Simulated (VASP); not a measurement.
# SiC (F-43m) in VASP: a series of runs, part 3 of 3

VASP 6.6.1.

## 5. Phonons, r2SCAN

This run uses another cell than the first one, of 10.33 Å³/atom, 1.030 times its volume.

The input, INCAR:

```
ALGO = Normal
EDIFF = 1E-8
ENCUT = 520
IBRION = 6
ISIF = 2
ISMEAR = 0
LASPH = True
LCHARG = False
LMIXTAU = True
LREAL = False
LWAVE = False
METAGGA = R2SCAN
NBANDS = 11
NELM = 60
NFREE = 2
NSW = 1
POTIM = 0.015
PREC = Accurate
SIGMA = 0.01
```

The input, KPOINTS:

```
k-points
0
Gamma
  10 10 10
```

The input, POSCAR:

```
SiC
1.0
    2.1781700297      2.1781700297      0.0000000000
   -2.1781700297      2.1781700297      0.0000000000
    0.0000000000      2.1781700297      2.1781700297
Si C
1 1
Direct
    0.0000000000      0.0000000000      0.0000000000
    0.7500000000      0.2500000000      0.5000000000
```

Potentials or basis: VASP PAW PBE potentials, release 64 (Si, C).

Run with:

```sh
> cat potpaw_PBE.64/Si/POTCAR potpaw_PBE.64/C/POTCAR > POTCAR
> mpirun -np 1 vasp_std > vasp.out
```

OUTCAR:

```text
EDIFF = 1E-8
   ENCUT = 520
   IBRION = 6
   ISIF = 2
   ISMEAR = 0
   LASPH = True
   LREAL = False
   METAGGA = R2SCAN
   NELM = 60
   NFREE = 2
   NSW = 1
   POTIM = 0.015
   PREC = Accurate

 ion  position               nearest neighbor table
   1  0.000  0.000  0.000-   2 1.89   2 1.89   2 1.89   2 1.89
   2  0.750  0.250  0.500-   1 1.89   1 1.89   1 1.89   1 1.89

  LATTYP: Found a face centered cubic cell.
 ALAT       =     4.3563400594

  Lattice vectors:

 A1 = (   0.0000000000,   2.1781700297,   2.1781700297)
 A2 = (   2.1781700297,   0.0000000000,   2.1781700297)
 A3 = (   2.1781700297,   2.1781700297,   0.0000000000)

Analysis of symmetry for initial positions (statically):
=====================================================================
[... 678 lines left out ...]
  Total       -0.0240314     -0.0186404     -0.0186404      0.0000000     -0.1139912      0.0000000
  in kB       -1.8628767     -1.4449717     -1.4449717      0.0000000     -8.8364269      0.0000000
  external PRESSURE =      -1.5842733 kB  Pullay stress =       0.0000000 kB
[... 17 lines left out ...]
  FREE ENERGIE OF THE ION-ELECTRON SYSTEM (eV)
  ---------------------------------------------------
  free  energy   TOTEN  =       -19.3247453718 eV

  energy  without entropy=      -19.3247453718  energy(sigma->0) =      -19.32474537

 INTERNAL STRAIN TENSORS FROM DISPLACED ATOMS
 ============================================

 INTERNAL STRAIN TENSOR FOR ION    1 for displacements in x,y,z  (eV/Angst):
          X           Y           Z          XY          YZ          ZX
  --------------------------------------------------------------------------------
  x     0.00000    -0.00000    -0.00000     0.00000    -7.57974     0.00000
  y     0.00000     0.00000     0.00000     0.00000     0.00000    -7.57974
  z    -0.00000    -0.00000     0.00000    -7.57974     0.00000     0.00000

 INTERNAL STRAIN TENSOR FOR ION    2 for displacements in x,y,z  (eV/Angst):
          X           Y           Z          XY          YZ          ZX
  --------------------------------------------------------------------------------
  x     0.00000     0.00000     0.00000     0.00000     7.58736     0.00000
  y     0.00000     0.00000     0.00000     0.00000     0.00000     7.58736
  z     0.00000     0.00000     0.00000     7.58736     0.00000     0.00000

 Eigenvectors and eigenvalues of the dynamical matrix
 ----------------------------------------------------

   1 f  =   23.914990 THz   150.262315 2PiTHz  797.718209 cm-1    98.904408 meV
             X         Y         Z           dx          dy          dz
      0.000000  0.000000  0.000000    -0.000000   -0.547153    0.000000
      1.089085  3.267255  1.089085     0.000000    0.837033    0.000000
[... 21 lines left out ...]
   6 f/i=    0.004696 THz     0.029507 2PiTHz    0.156647 cm-1     0.019422 meV
             X         Y         Z           dx          dy          dz
      0.000000  0.000000  0.000000     0.815793    0.182300    0.043263
      1.089085  3.267255  1.089085     0.533269    0.119166    0.028281

 ELASTIC MODULI CONTR FROM IONIC RELAXATION (kBar)
 Direction    XX          YY          ZZ          XY          YZ          ZX
 --------------------------------------------------------------------------------
 XX          -0.0000     -0.0000     -0.0000     -0.0000     -0.0000      0.0000
 YY          -0.0000     -0.0000     -0.0000     -0.0000     -0.0000     -0.0000
 ZZ          -0.0000     -0.0000     -0.0000     -0.0000     -0.0000      0.0000
 XY          -0.0000     -0.0000     -0.0000   -226.4818     -0.0000     -0.0000
 YZ          -0.0000     -0.0000     -0.0000     -0.0000   -226.4818     -0.0000
 ZX           0.0000     -0.0000      0.0000     -0.0000     -0.0000   -226.4818
 --------------------------------------------------------------------------------
```

OSZICAR:

```text
N       E                     dE             d eps       ncg     rms          rms(c)
DAV:   1    -0.133285961174E+01   -0.13329E+01   -0.40697E+03  1090   0.625E+02
DAV:   2    -0.217284677541E+02   -0.20396E+02   -0.18906E+02  1307   0.113E+02
DAV:   3    -0.223247486513E+02   -0.59628E+00   -0.59511E+00  1280   0.161E+01
[... 65 lines left out ...]
DAV:   5    -0.193247286886E+02   -0.22940E-03   -0.83856E-05  4203   0.738E-02    0.185E-02
DAV:   6    -0.193247428876E+02   -0.14199E-04   -0.17838E-05  4226   0.360E-02    0.348E-03
DAV:   7    -0.193247456384E+02   -0.27507E-05   -0.66113E-06  4032   0.211E-02    0.157E-03
DAV:   8    -0.193247453679E+02    0.27048E-06   -0.95667E-07  4206   0.789E-03    0.110E-03
DAV:   9    -0.193247453718E+02   -0.39013E-08   -0.93948E-08  4286   0.247E-03
   5 F= -.19324745E+02 E0= -.19324745E+02  d E =-.115472E-94
```

stdout:

```text
POSCAR found type information on POSCAR SiC
 POSCAR found :  2 types and       2 ions
 scaLAPACK will be used
 -----------------------------------------------------------------------------
|                                                                             |
|                                                                             |
|     You enforced a specific xc type in the INCAR file but a different       |
|     I HOPE YOU KNOW WHAT YOU ARE DOING!                                     |
|                                                                             |
 -----------------------------------------------------------------------------

 LDA part: xc-table for (None), standard interpolation
 POSCAR, INCAR and KPOINTS ok, starting setup
 FFT: planning ... GRIDC
 FFT: planning ... GRID_SOFT
 FFT: planning ... GRID
 WAVECAR not read
 entering main loop
 Found     2 degrees of freedom:
 Finite differences POTIM= 0.01500 DOF=   2
 bond charge predicted
 Finite differences progress:
 bond charge predicted
 Finite differences progress:
 bond charge predicted
 Finite differences progress:
 bond charge predicted
 Finite differences progress:
```

Wall time 5 min (1 thread of Intel Xeon Platinum 8259CL at 2.50GHz (Skylake/Cascade Lake), shared host); peak memory 0.19 GiB.

Results:

```
Highest phonon frequency at Γ, LO-TO splitting left out : 798 cm⁻¹
```

Phonon frequencies in cm⁻¹ (negative: imaginary):
```tsv
q point	frequencies
(0.000, 0.000, 0.000)	0 0 0 798 798 798
```

Caveat: the PAW data sets were made with another functional, which shifts forces and pressure a little.

## 6. Phonons, r2SCAN

This run uses another cell than the first one, of 10.43 Å³/atom, 1.039 times its volume.

The input, INCAR:

```
ALGO = Normal
EDIFF = 1E-8
ENCUT = 520
IBRION = 6
ISIF = 2
ISMEAR = 0
LASPH = T
LCHARG = F
LMIXTAU = T
LREAL = F
LWAVE = F
METAGGA = R2SCAN
NELM = 100
NFREE = 2
NSW = 1
POTIM = 0.015
PREC = Accurate
SIGMA = 0.01
```

KPOINTS is that of step 5.

The input, POSCAR:

```
SiC
1.0
    2.1846316754      2.1846316754      0.0000000000
   -2.1846316754      2.1846316754      0.0000000000
    0.0000000000      2.1846316754      2.1846316754
Si C
1 1
Direct
    0.0000000000      0.0000000000      0.0000000000
    0.7500000000      0.2500000000      0.5000000000
```

Potentials or basis: VASP PAW PBE potentials, release 64 (Si, C).

Run with:

```sh
> cat potpaw_PBE.64/Si/POTCAR potpaw_PBE.64/C/POTCAR > POTCAR
> mpirun -np 1 vasp_std > vasp.out
```

OUTCAR:

```text
EDIFF = 1E-8
   ENCUT = 520
   IBRION = 6
   ISIF = 2
   ISMEAR = 0
   LASPH = T
   LREAL = F
   METAGGA = R2SCAN
   NELM = 100
   NFREE = 2
   NSW = 1
   POTIM = 0.015
   PREC = Accurate

 ion  position               nearest neighbor table
   1  0.000  0.000  0.000-   2 1.89   2 1.89   2 1.89   2 1.89
   2  0.750  0.250  0.500-   1 1.89   1 1.89   1 1.89   1 1.89

  LATTYP: Found a face centered cubic cell.
 ALAT       =     4.3692633508

  Lattice vectors:

 A1 = (   0.0000000000,   2.1846316754,   2.1846316754)
 A2 = (   2.1846316754,   0.0000000000,   2.1846316754)
 A3 = (   2.1846316754,   2.1846316754,   0.0000000000)

Analysis of symmetry for initial positions (statically):
=====================================================================
 Subroutine PRICEL returns:
 Original cell was already a primitive cell.

[... 603 lines left out ...]
  Total       -0.2814614     -0.2763053     -0.2763053      0.0000000     -0.1066195      0.0000000
  in kB      -21.6254304    -21.2292695    -21.2292695      0.0000000     -8.1918605      0.0000000
  external PRESSURE =     -21.3613231 kB  Pullay stress =       0.0000000 kB
[... 17 lines left out ...]
  FREE ENERGIE OF THE ION-ELECTRON SYSTEM (eV)
  ---------------------------------------------------
  free  energy   TOTEN  =       -19.3234949883 eV

  energy  without entropy=      -19.3234949883  energy(sigma->0) =      -19.32349499

 INTERNAL STRAIN TENSORS FROM DISPLACED ATOMS
 ============================================

 INTERNAL STRAIN TENSOR FOR ION    1 for displacements in x,y,z  (eV/Angst):
          X           Y           Z          XY          YZ          ZX
  --------------------------------------------------------------------------------
  x     0.00000    -0.00000    -0.00000     0.00000    -7.10972     0.00000
  y     0.00000     0.00000     0.00000     0.00000     0.00000    -7.10972
  z    -0.00000    -0.00000     0.00000    -7.10972     0.00000     0.00000

 INTERNAL STRAIN TENSOR FOR ION    2 for displacements in x,y,z  (eV/Angst):
          X           Y           Z          XY          YZ          ZX
  --------------------------------------------------------------------------------
  x     0.00000     0.00000     0.00000     0.00000     7.10695     0.00000
  y     0.00000     0.00000     0.00000     0.00000     0.00000     7.10695
  z     0.00000     0.00000     0.00000     7.10695     0.00000     0.00000

 Eigenvectors and eigenvalues of the dynamical matrix
 ----------------------------------------------------

   1 f  =   23.672629 THz   148.739516 2PiTHz  789.633914 cm-1    97.902084 meV
             X         Y         Z           dx          dy          dz
      0.000000  0.000000  0.000000    -0.547269    0.000000    0.000000
      1.092316  3.276948  1.092316     0.836957    0.000000    0.000000
[... 21 lines left out ...]
   6 f/i=    0.001371 THz     0.008612 2PiTHz    0.045720 cm-1     0.005669 meV
             X         Y         Z           dx          dy          dz
      0.000000  0.000000  0.000000    -0.428316   -0.719056   -0.000000
      1.092316  3.276948  1.092316    -0.280067   -0.470176    0.000000

 ELASTIC MODULI CONTR FROM IONIC RELAXATION (kBar)
 Direction    XX          YY          ZZ          XY          YZ          ZX
 --------------------------------------------------------------------------------
 XX          -0.0000     -0.0000     -0.0000     -0.0000     -0.0000      0.0000
 YY          -0.0000     -0.0000     -0.0000     -0.0000     -0.0000      0.0000
 ZZ          -0.0000     -0.0000     -0.0000      0.0000     -0.0000      0.0000
 XY          -0.0000     -0.0000      0.0000   -201.2608     -0.0000     -0.0000
 YZ          -0.0000     -0.0000     -0.0000     -0.0000   -201.2608      0.0000
 ZX           0.0000      0.0000      0.0000     -0.0000      0.0000   -201.2608
 --------------------------------------------------------------------------------
```

OSZICAR:

```text
N       E                     dE             d eps       ncg     rms          rms(c)
DAV:   1    -0.462477073860E+00   -0.46248E+00   -0.41974E+03   760   0.866E+02
DAV:   2    -0.219593126551E+02   -0.21497E+02   -0.20607E+02  1104   0.112E+02
DAV:   3    -0.223085498979E+02   -0.34924E+00   -0.34924E+00   888   0.174E+01
[... 65 lines left out ...]
DAV:   7    -0.193234952922E+02   -0.40390E-05   -0.78529E-06  2960   0.297E-02    0.156E-03
DAV:   8    -0.193234949647E+02    0.32750E-06   -0.11477E-06  3144   0.115E-02    0.105E-03
DAV:   9    -0.193234949890E+02   -0.24276E-07   -0.10571E-07  3264   0.341E-03    0.607E-04
DAV:  10    -0.193234949783E+02    0.10707E-07   -0.38251E-08  2904   0.241E-03    0.124E-04
DAV:  11    -0.193234949962E+02   -0.17941E-07   -0.49072E-09  1576   0.946E-04    0.524E-05
DAV:  12    -0.193234949883E+02    0.79333E-08   -0.14596E-09  1408   0.426E-04
   5 F= -.19323495E+02 E0= -.19323495E+02  d E =-.344148E-35
```

Wall time 3.9 min (1 thread of Intel Xeon Platinum 8259CL at 2.50GHz (Skylake/Cascade Lake), shared host); peak memory 0.18 GiB.

What came out:

* Highest phonon frequency at Γ, LO-TO splitting left out: 790 cm⁻¹

Phonon frequencies in cm⁻¹ (negative: imaginary):
```tsv
q point	frequencies
(0.000, 0.000, 0.000)	0 0 0 790 790 790
```

Caveat: the cell wasn't relaxed at this level first, which shifts response properties; the PAW data sets were made with another functional, which shifts forces and pressure a little.
